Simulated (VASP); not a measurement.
# BN (I-4m2) in VASP: further runs, part 2 of 2

VASP 6.6.1. Earlier steps stand in the parts before.

## (4) Single point, r2SCAN (strain +0.000 along x and y, +0.080 along z)

Input file POSCAR:

```
BN
1.0
    0.0000000000      1.8130010000      1.9580410800
    1.8130010000      0.0000000000      1.9580410800
    1.8130010000      1.8130010000      0.0000000000
B N
1 1
Direct
    0.0000000000      0.0000000000      0.0000000000
    0.7500000000      0.7500000000      0.7500000000
```

Input file INCAR.step1:

```
PREC = Accurate
ENCUT = 520
ISMEAR = 0
SIGMA = 0.05
LREAL = False
LASPH = True
NELM = 80
NBANDS = 11
GGA = PE
ALGO = Normal
EDIFF = 1E-4
LWAVE = True
LCHARG = False
```

Input file INCAR.step2:

```
PREC = Accurate
ENCUT = 520
EDIFF = 1E-7
ISMEAR = 0
SIGMA = 0.05
LREAL = False
LASPH = True
NELM = 80
ALGO = Normal
ISIF = 2
LWAVE = False
LCHARG = False
METAGGA = R2SCAN
LMIXTAU = True
NBANDS = 11
ISTART = 1
```

Input file KPOINTS:

```
Automatic mesh
0
Gamma
  12 12 12
```

Potentials or basis: VASP PAW PBE potentials, release 64 (B, N).

Started as:

```
$ cat potpaw_PBE.64/B/POTCAR potpaw_PBE.64/N/POTCAR > POTCAR
$ cp INCAR.step1 INCAR
$ mpirun -np 1 vasp_std > vasp.out
$ cp INCAR.step2 INCAR
$ mpirun -np 1 vasp_std > vasp.out
```

OUTCAR:

```text
PREC = Accurate
   ENCUT = 520
   EDIFF = 1E-7
   ISMEAR = 0
   LREAL = False
   LASPH = True
   NELM = 80
   ISIF = 2
   METAGGA = R2SCAN
   ISTART = 1

 ion  position               nearest neighbor table
   1  0.000  0.000  0.000-   2 1.61   2 1.61   2 1.61   2 1.61
   2  0.750  0.750  0.750-   1 1.61   1 1.61   1 1.61   1 1.61

  LATTYP: Found a body centered tetragonal cell.
 ALAT       =     2.5639706028
 C/A-ratio  =     1.5273506474

  Lattice vectors:

 A1 = (  -1.8130010000,   0.0000000000,   1.9580410800)
 A2 = (   1.8130010000,   0.0000000000,   1.9580410800)
 A3 = (   0.0000000000,   1.8130010000,  -1.9580410800)

Analysis of symmetry for initial positions (statically):
=====================================================================
 Subroutine PRICEL returns:
 Original cell was already a primitive cell.

 Routine SETGRP: Setting up the symmetry group for a
 body centered tetragonal supercell.

 Subroutine GETGRP returns: Found  8 space group operations
 (whereof  8 operations were pure point group operations)
 out of a pool of 16 trial point group operations.

The static configuration has the point symmetry D_2d.

Analysis of symmetry for dynamics (positions and initial velocities):
=====================================================================
 Subroutine PRICEL returns:
 Original cell was already a primitive cell.

 Routine SETGRP: Setting up the symmetry group for a
 body centered tetragonal supercell.

 Subroutine GETGRP returns: Found  8 space group operations
 (whereof  8 operations were pure point group operations)
 out of a pool of 16 trial point group operations.

The dynamic configuration has the point symmetry D_2d.

 Subroutine INISYM returns: Found  8 space group operations
 (whereof  8 operations are pure point group operations),
 and found     1 'primitive' translations

----------------------------------------------------------------------------------------

                                     Primitive cell

  volume of cell :      12.8721

  direct lattice vectors                    reciprocal lattice vectors
     0.000000000  1.813001000  1.958041080    -0.275785838  0.275785838  0.255357257
     1.813001000  0.000000000  1.958041080     0.275785838 -0.275785838  0.255357257
     1.813001000  1.813001000  0.000000000     0.275785838  0.275785838 -0.255357257

  length of vectors
     2.668500983  2.668500983  2.563970603     0.466179135  0.466179135  0.466179135

  position of ions in fractional coordinates (direct lattice)
     0.000000000  0.000000000  0.000000000
     0.750000000  0.750000000  0.750000000

  ion indices of the primitive-cell ions
   primitive index   ion index
                 1           1
                 2           2

----------------------------------------------------------------------------------------

 KPOINTS: Automatic mesh

Automatic generation of k-mesh.
 Grid dimensions read from file:
 generate k-points for:   12   12   12

 Generating k-lattice:

  Cartesian coordinates                     Fractional coordinates (reciprocal lattice)
    -0.022982153  0.022982153  0.021279771     0.083333333  0.000000000  0.000000000
     0.022982153 -0.022982153  0.021279771     0.000000000  0.083333333  0.000000000
     0.022982153  0.022982153 -0.021279771     0.000000000  0.000000000  0.083333333

  Length of vectors
     0.038848261  0.038848261  0.038848261

  Shift w.r.t. Gamma in fractional coordinates (k-lattice)
     0.000000000  0.000000000  0.000000000

 Subroutine IBZKPT returns following result:
 ===========================================

 Found    163 irreducible k-points:

 Following reciprocal coordinates:
            Coordinates               Weight
  0.000000  0.000000  0.000000      1.000000
  0.083333  0.000000  0.000000      8.000000
  0.166667  0.000000  0.000000      8.000000
  0.250000  0.000000  0.000000      8.000000
  0.333333  0.000000  0.000000      8.000000
  0.416667  0.000000  0.000000      8.000000
[... 16 lines left out ...]
  0.500000  0.166667  0.000000      8.000000
 -0.416667  0.166667  0.000000      8.000000
 [... further k-points ...]
   k-points           NKPTS =    163   k-points in BZ     NKDIM =    163   number of bands    NBANDS=     11
   number of dos      NEDOS =    301   number of ions     NIONS =      2
   total plane-waves  NPLWV =   8000
   dimension x,y,z NGX =    20 NGY =   20 NGZ =   20
   dimension x,y,z NGXF=    40 NGYF=   40 NGZF=   40
   ions per type =               1   1
   NGX,Y,Z   is equivalent  to a cutoff of  12.46, 12.46, 12.97 a.u.
   NGXF,Y,Z  is equivalent  to a cutoff of  24.92, 24.92, 25.94 a.u.
 SYSTEM =  unknown system
   PREC   = accura    normal or accurate (medium, high low for compatibility)
   ISTART =      1    job   : 0-new  1-cont  2-samecut
   ICHARG =      0    charge: 1-file 2-atom 10-const
   ISPIN  =      1    spin polarized calculation?
   LNONCOLLINEAR =      F non collinear calculations
   LSORBIT =      F    spin-orbit coupling
   LASPH  =      T    aspherical Exc in radial PAW
   ENCUT  =  520.0 eV  38.22 Ry    6.18 a.u.   4.96  4.96  4.77*2*pi/ulx,y,z
   NELM   =     80;   NELMIN=  2; NELMDL=  0     # of ELM steps
   EDIFF  = 0.1E-06   stopping-criterion for ELM
   LREAL  =      F    real-space projection
   EDIFFG = 0.1E-05   stopping-criterion for IOM
   NSW    =      0    number of steps for IOM
   IBRION =     -1    ionic relax: 0-MD 1-quasi-New 2-CG
   NFREE  =      0    steps in history (QN), initial steepest desc. (CG)
   ISIF   =      2    stress and relaxation
   ISYM   =      2    0-nonsym 1-usesym 2-fastsym
   POTIM  = 0.5000    time-step for ionic-motion
   TEBEG  =    0.0;   TEEND  =   0.0 temperature during run
   PSTRESS=    0.0 pullay stress
   NELECT =       8.0000    total number of electrons
   NUPDOWN=      -1.0000    fix difference up-down
   EMIN   =  10.00;   EMAX   =-10.00  energy-range for DOS
   EFERMI =   0.00;   METHOD = LEGACY
   ISMEAR =     0;   SIGMA  =   0.05  broadening in eV -4-tet -1-fermi 0-gaus
   EFERMI_NEDOS =   21; number of points for ismear=-14 and -15
   IALGO  =     38    algorithm
   IMIX   =      4    mixing-type and parameters
     AMIX     =   0.40;   BMIX     =  1.00
     AMIX_MAG =   1.60;   BMIX_MAG =  1.00
  volume/ion in A,a.u.               =       6.44        43.43
  Fermi-wavevector in a.u.,A,eV,Ry     =   1.397083  2.640104 26.556407  1.951841
  Thomas-Fermi vector in A             =   2.520374
   LORBIT       =      0    0 simple, 1 ext, 2 COOP (PROOUT), +10 PAW based schemes
   METAGGA = R2SCAN    functional components
   LHFCALC =     F    Hartree Fock is set to
   AEXX    =    0.0000 exact exchange contribution
   IVDW    =     0    specifies the selected vdW correction
   LEPSILON=     F    determine dielectric tensor
   LRPA    =     F    only Hartree local field effects (RPA)
 non-spin polarized calculation
 Gauss-broadening in eV      SIGMA  =   0.05
  energy-cutoff  :      520.00
  volume of cell :       12.87
 maximum number of plane-waves:       356
   NGX =  9   NGY =  9   NGZ =  9

 number of electron       8.0000002 magnetization

 Free energy of the ion-electron system (eV)
  ---------------------------------------------------
  ext. energy  EPLUGINS =         0.00000000
  ---------------------------------------------------
  free energy    TOTEN  =       -18.96880166 eV

  energy without entropy =      -18.96880166  energy(sigma->0) =      -18.96880166

 E-fermi :   6.7204     XC(G=0): -13.2011

 val. band max:        6.5094977145   @ k =   0.0000   0.0000   0.0000
 cond. band min:      10.7142554187   @ k =   0.5000   0.0000   0.5000
 fundamental gap:      4.2047577043
 Fermi energy:         6.7204325766

 k-point     1 :       0.0000    0.0000    0.0000
  band No.  band energies     occupation
      1     -14.0905      2.00000
      2       5.6803      2.00000
      3       6.5095      2.00000
      4       6.5095      2.00000
      5      15.2054      0.00000
      6      15.2054      0.00000
      7      15.7489      0.00000
      8      15.7884      0.00000
      9      30.7215      0.00000
     10      31.4931      0.00000
     11      32.6428      0.00000
[... 309 lines left out ...]
 k-point    24 :      -0.4167    0.1667    0.0000
  band No.  band energies     occupation
      1      -9.8430      2.00000
      2      -3.4715      2.00000
      3       1.6019      2.00000
      4       4.4488      2.00000
      5      16.5851      0.00000
      6      17.4881      0.00000
      7      18.8851      0.00000
      8      21.7745      0.00000
      9      28.1565      0.00000
     10      31.9025      0.00000
     11      32.4438      0.00000

 [... further k-points ...]
[... 5 lines left out ...]
  --------------------------------------------------------------------------------------
  -------------------------------------------------------------------------------------
  Total       -0.9983248     -0.9983248     -5.0293526      0.0000000      0.0000000      0.0000000
  in kB     -124.2609210   -124.2609210   -626.0006559      0.0000000      0.0000000      0.0000000
  external PRESSURE =    -291.5074993 kB  Pullay stress =       0.0000000 kB

 VOLUME and BASIS-vectors are now :
 -----------------------------------------------------------------------------
  energy-cutoff  :      520.00
  volume of cell :       12.87
      direct lattice vectors                 reciprocal lattice vectors
     0.000000000  1.813001000  1.958041080    -0.275785838  0.275785838  0.255357257
     1.813001000  0.000000000  1.958041080     0.275785838 -0.275785838  0.255357257
     1.813001000  1.813001000  0.000000000     0.275785838  0.275785838 -0.255357257

 POSITION                                       TOTAL-FORCE (eV/Angst)
 -----------------------------------------------------------------------------------
      0.00000      0.00000      0.00000         0.000000      0.000000      0.000000
      2.71950      2.71950      2.93706        -0.000000     -0.000000     -0.000000
 -----------------------------------------------------------------------------------
    total drift:                                0.000000      0.000000      0.000000

  FREE ENERGIE OF THE ION-ELECTRON SYSTEM (eV)
  ---------------------------------------------------
  free  energy   TOTEN  =       -18.9688016552 eV

  energy  without entropy=      -18.9688016552  energy(sigma->0) =      -18.96880166
```

It took 2.9 min on 1 thread of AMD EPYC 7R13, shared host; peak memory 0.11 GiB.

Results:

| Property | Result |
| --- | --- |
| Free energy | -18.9688 eV |
| Pressure | -29.2 GPa |
| Band gap on the k mesh | 4.20 eV, indirect (least direct gap 8.65 eV) |

Stress tensor (GPa, compression positive):
```
-12.43   0.00   0.00
  0.00 -12.43   0.00
  0.00   0.00 -62.60
```

Caveat: the cell differs from its parent crystal (strain +0.000 along x and y, +0.080 along z); the PAW data sets were made with another functional, which shifts forces and pressure a little. A k mesh can miss the band edges.

## (5) Overview

```csv
cell,gap on the mesh (eV),pressure (GPa)
"a = 2.464, b = 2.464, c = 2.359 Å, angles 61.4, 61.4, 57.2°, 2 atoms",4.27,80.8
"a = 2.411, b = 2.411, c = 2.461 Å, angles 59.3, 59.3, 61.4°, 2 atoms",4.28,79.7
"a = 2.669, b = 2.669, c = 2.564 Å, angles 61.3, 61.3, 57.4°, 2 atoms",4.20,-29.2
```

Alike in all rows: task single point; level r2SCAN; potentials or basis VASP PAW PBE potentials, release 64 (B, N); no spin polarisation; k mesh 12 × 12 × 12; cutoff (eV) 520; smearing gaussian 0.05 eV.

Caveats: the PAW data sets were made with another functional, which shifts forces and pressure a little.

Total energies depend on the potentials used, so only differences within one code and one set of settings carry meaning.
